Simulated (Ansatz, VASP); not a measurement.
Pt: VASP beside Ansatz

```
Pt
1.0
     2.58891    0.00000    0.00000
    -1.29446    2.24206    0.00000
     0.00000    0.00000    4.82448
Pt
2
Cartesian
  1.2945 0.7474 3.6184
  0.0000 1.4947 1.2061
```

Change from the starting cell: strain -0.050 along x and y, +0.025 along z, atoms carried along.

Alike in both runs: task single point; functional PBEsol; k mesh 24 × 24 × 14; occupations gaussian, width 0.15 eV; no spin polarisation.

```csv
,VASP,Ansatz
version,VASP 6.6.1,Ansatz 0.2.0
potentials or method,"VASP PAW PBE potentials, release 64 (Pt), cutoff 520 eV","scalar-relativistic, plane waves, PAW"
valence electrons in the cell,20,36
```

|  | VASP | Ansatz | Ansatz less VASP |
| --- | --- | --- | --- |
| gap on the k mesh at the Fermi level (eV) | none | none | - |
| pressure (GPa) | 32.3 | 32.7 | +0.34 |
| traceless stress, the component that is largest in VASP (GPa) | -23.11 | -23.02 | +0.095 |

VASP's potentials were made for PBE, not for PBEsol. A gap of «none» marks a metal or a gap that the smearing closes. Both programs put the cell under a high pressure, so it lies far from rest at this level. VASP's potentials hold 20 valence electrons a cell and Ansatz's 36, so a difference there can come from the potentials and not from the codes.

Neither program's run includes spin-orbit coupling.
